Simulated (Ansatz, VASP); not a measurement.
# BP: VASP beside Ansatz

Contents of INCAR:

```
ALGO = Normal
EDIFF = 1E-7
ENCUT = 520
GGA = PS
ISIF = 2
ISMEAR = 0
LASPH = True
LCHARG = False
LREAL = False
LWAVE = False
NBANDS = 11
NELM = 60
PREC = Accurate
SIGMA = 0.05
```

KPOINTS

```
k-points
0
Gamma
  8 8 8
```

File POSCAR:

```
BP
1.0
    0.0000000000      2.2601507541      2.2601507541
    2.2601507541      0.0000000000      2.2601507541
    2.2601507541      2.2601507541      0.0000000000
B P
1 1
Direct
    0.0000000000      0.0000000000      0.0000000000
    0.7500000000      0.7500000000      0.7500000000
```

Input for Ansatz:

```yaml
crystal:
  lattice:
    - [0.0, 2.2601507541, 2.2601507541]
    - [2.2601507541, 0.0, 2.2601507541]
    - [2.2601507541, 2.2601507541, 0.0]
  atoms:
    - { symbol: B, position: [0.0, 0.0, 0.0] }
    - { symbol: P, position: [0.75, 0.75, 0.75] }
basis:
  ecutwfc: 420
  ecutrho_ratio: 4
kpoints:
  mp_grid: { grid: [8, 8, 8] }
hamiltonian:
  xc: pbesol
scf:
  occupations: { method: gaussian, width: 0.05 }
output:
  forces: true
  stress: true
  eigenvalues: true
```

Alike in both runs: task single point; functional PBEsol; k mesh 8 × 8 × 8; occupations gaussian, width 0.05 eV; no spin polarisation.

|  | VASP | Ansatz |
| --- | --- | --- |
| version | VASP 6.6.1 | Ansatz 0.2.0 |
| potentials or method | VASP PAW PBE potentials, release 64 (B, P), cutoff 520 eV | scalar-relativistic, plane waves, PAW |
| valence electrons in the cell | 8 | 8 |

|  | VASP | Ansatz | Ansatz less VASP |
| --- | --- | --- | --- |
| gap on the k mesh at the Fermi level (eV) | 1.15 | 1.15 | +0.004 |
| least direct gap on the mesh (eV) | 3.37 | 3.38 | +0.006 |
| pressure (GPa) | 0.1 | 0.0 | -0.10 |

VASP's potentials were made for PBE, not for PBEsol.
